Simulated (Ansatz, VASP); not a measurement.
## Two plane-wave programs on ZrScF4

```
CELL_PARAMETERS angstrom
3.46331 0.00000 0.00000
0.00000 3.46331 0.00000
0.00000 0.00000 6.33855
ATOMIC_POSITIONS crystal
Zr 0.50000 0.50000 0.50000
Sc 0.00000 0.00000 0.00000
F 0.50000 0.00000 0.20388
F 0.00000 0.50000 0.79612
F 0.50000 0.00000 0.79612
F 0.00000 0.50000 0.20388
```

Alike in both runs: functional PBE; k mesh 6 × 6 × 4; occupations gaussian, width 0.1 eV; no spin polarisation.

Ansatz relaxed the structure, and its values are those at the end. VASP's run is a single point on that final structure, the one shown.

|  | VASP | Ansatz |
| --- | --- | --- |
| version | VASP 6.6.1 | Ansatz 0.2.0 |
| potentials or method | VASP PAW PBE potentials, release 64 (Zr_sv, Sc_sv, F), cutoff 520 eV | scalar-relativistic, plane waves, PAW |
| valence electrons in the cell | 51 | 51 |

|  | VASP | Ansatz | Ansatz less VASP |
| --- | --- | --- | --- |
| gap on the k mesh at the Fermi level (eV) | none | none | - |
| pressure (GPa) | 0.3 | 0.0 | -0.26 |
| rms of the force components (eV/Å) | 0.025 | 0.002 | -0.0223 |

A gap of «none» marks a metal or a gap that the smearing closes.
